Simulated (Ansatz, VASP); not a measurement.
**One calculation of Ge3Pt, two programs**

Contents of INCAR:

```
SYSTEM = Ge3Pt
PREC     = Accurate       ! precision mode
ENCUT    = 520            ! plane-wave cutoff, eV
EDIFF    = 1E-6           ! SCF threshold, eV
ISMEAR   = 0              ! smearing method
SIGMA    = 0.1            ! smearing width, eV
LREAL    = .False.        ! projectors in reciprocal space
LASPH    = .True.         ! aspherical terms in the spheres
NELM     = 80             ! most SCF steps
ALGO     = Normal         ! electronic algorithm
ISIF     = 2              ! what is computed and relaxed
LWAVE    = .False.        ! write WAVECAR
LCHARG   = .False.        ! write CHGCAR
GGA      = PE             ! functional
NBANDS   = 34             ! bands
```

Contents of KPOINTS:

```
regular mesh
0
Gamma
  6 6 6
  0 0 0
```

The input POSCAR:

```
Ge3Pt
1.0
    0.0000000000      3.1049498800      3.1049498800
    3.1049498800      0.0000000000      3.1049498800
    3.1049498800      3.1049498800      0.0000000000
Ge Pt
3 1
Direct
    0.2500000000      0.2500000000      0.2500000000
    0.7500000000      0.7500000000      0.7500000000
    0.5000000000      0.5000000000      0.5000000000
    0.0000000000      0.0000000000      0.0000000000
```

Input for Ansatz:

```yaml
crystal:
  lattice:
    - [0.0, 3.10494988, 3.10494988]
    - [3.10494988, 0.0, 3.10494988]
    - [3.10494988, 3.10494988, 0.0]
  atoms:
    - { symbol: Ge, position: [0.25, 0.25, 0.25] }
    - { symbol: Ge, position: [0.75, 0.75, 0.75] }
    - { symbol: Ge, position: [0.5, 0.5, 0.5] }
    - { symbol: Pt, position: [0.0, 0.0, 0.0] }
basis:
  ecutwfc: 420
kpoints:
  mp_grid: { grid: [6, 6, 6] }
hamiltonian:
  xc: pbe
scf:
  occupations: { method: gaussian, width: 0.1 }
  lower_state_search: "off"
output:
  forces: true
  stress: true
  eigenvalues: true
```

Change from the starting cell: species swapped into the Tc3Ge type (Fm-3m, No. 225).

Alike in both runs: task single point; functional PBE; k mesh 6 × 6 × 6; occupations gaussian, width 0.1 eV; no spin polarisation.

|  | VASP | Ansatz |
| --- | --- | --- |
| version | VASP 6.6.1 | Ansatz 0.2.0 |
| potentials or method | VASP PAW PBE potentials, release 64 (Ge_d, Pt), cutoff 520 eV | scalar-relativistic, plane waves, PAW |
| valence electrons in the cell | 52 | 60 |

```csv
,VASP,Ansatz,Ansatz less VASP
gap on the k mesh at the Fermi level (eV),none,none,-
pressure (GPa),25.3,25.3,0.00
```

A gap of «none» marks a metal or a gap that the smearing closes. VASP's potentials hold 52 valence electrons a cell and Ansatz's 60, so a difference there can come from the potentials and not from the codes.

Spin-orbit coupling is off throughout.
